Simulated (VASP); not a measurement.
Write the native input for VASP 6.6.1 that does the following.

| Property | Result |
| --- | --- |
| Task | single point |
| Functional | revPBE |
| Potentials or basis | VASP PAW PBE potentials, release 64 (Nb_sv, P) |
| Cutoff | 520 eV |
| k mesh | 11 × 11 × 11 |
| Occupations | fermi-dirac, width 0.05 eV |
| Spin | no spin polarisation |
| Dipole correction | no |
| Further INCAR settings | ALGO = Normal; EDIFF = 1e-06; NBANDS = 26 |

The structure of NbP lies in POSCAR:

```
NbP
1.0
   -1.6786131690      1.6786131690      5.7381743990
    1.6786131690     -1.6786131690      5.7381743990
    1.6786131690      1.6786131690     -5.7381743990
Nb P
2 2
Direct
    0.2499953966      0.7499953966      0.5000000000
    0.4999953966      0.4999953966      0.0000000000
    0.8326331734      0.3326331734      0.5000000000
    0.0826331734      0.0826331734      0.0000000000
```

These files were run (other wordings do the same):

INCAR

```
SYSTEM = NbP
PREC = Accurate ; ENCUT = 520
EDIFF = 1E-6 ; ISMEAR = -1
SIGMA = 0.05 ; LREAL = .FALSE.
LASPH = .TRUE. ; NELM = 80
ALGO = Normal ; ISIF = 2
LWAVE = .FALSE. ; LCHARG = .FALSE.
GGA = RE ; NBANDS = 26
```

KPOINTS

```
regular mesh
0
G
  11 11 11
  0 0 0
```

Potentials or basis: VASP PAW PBE potentials, release 64 (Nb_sv, P).

The run is started by

```bash
$ cat potpaw_PBE.64/Nb_sv/POTCAR potpaw_PBE.64/P/POTCAR > POTCAR
$ mpirun -np 1 vasp_std > vasp.out
```

It gave:

```
Pressure : -0.5 GPa
```

Caveat: the PAW data sets were made with another functional, which shifts forces and pressure a little.

It took 10 min on 1 thread of Intel Xeon 8259CL, with other jobs on the host, peak memory 0.43 GiB.
